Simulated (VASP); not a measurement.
Wanted: the native input for a VASP 6.6.1 run.

```
Task                   : single point
Functional             : r2SCAN
Potentials or basis    : VASP PAW PBE potentials, release 64 (Pd)
Cutoff                 : 520 eV
k mesh                 : 20 × 20 × 20
Occupations            : gaussian, width 0.15 eV
Spin                   : no spin polarisation
Dipole correction      : no
Further INCAR settings : ALGO = Normal; EDIFF = 1e-06; NBANDS = 11
```

The system is Pd.

```
Pd
1.0
     0.00000    1.84766    1.84766
     1.84766    0.00000    1.84766
     1.84766    1.84766    0.00000
Pd
1
Direct
  0.00000 0.00000 0.00000
```

This cell differs from its parent crystal: strain -0.050 along x and y, -0.050 along z.

One way to write it, as run:

POSCAR

```
Pd
1.0
    0.0000000000      1.8476550000      1.8476550000
    1.8476550000      0.0000000000      1.8476550000
    1.8476550000      1.8476550000      0.0000000000
Pd
1
Direct
    0.0000000000      0.0000000000      0.0000000000
```

INCAR.step1

```
SYSTEM = Pd
PREC = Accurate
ENCUT = 520
ISMEAR = 0
SIGMA = 0.15
LREAL = .False.
LASPH = .True.
NELM = 80
NBANDS = 11
GGA = PE
ALGO = Normal
EDIFF = 1E-4
LWAVE = .True.
LCHARG = .False.
```

INCAR.step2

```
SYSTEM = Pd
PREC = Accurate
ENCUT = 520
EDIFF = 1E-6
ISMEAR = 0
SIGMA = 0.15
LREAL = .False.
LASPH = .True.
NELM = 80
ALGO = Normal
ISIF = 2
LWAVE = .False.
LCHARG = .False.
METAGGA = R2SCAN
LMIXTAU = .True.
NBANDS = 11
ISTART = 1
```

KPOINTS

```
regular mesh
0
Gamma
  20 20 20
  0 0 0
```

Potentials or basis: VASP PAW PBE potentials, release 64 (Pd).

The run is started by

```sh
$ cat potpaw_PBE.64/Pd/POTCAR > POTCAR
$ cp INCAR.step1 INCAR
$ mpirun -np 1 vasp_std > vasp.out
$ cp INCAR.step2 INCAR
$ mpirun -np 1 vasp_std > vasp.out
```

It gave:

The pressure is 51.1 GPa and the band gap on the k mesh is zero (bands 5 and 6 overlap by 2.20 eV).

Caveat: the cell differs from its parent crystal (strain -0.050 along x and y, -0.050 along z); the cell stands under pressure; the PAW data sets were made with another functional, which shifts forces and pressure a little.

Run time: 2.2 min on 1 thread of Intel Xeon 8259CL, on a shared host, peak memory 0.16 GiB.
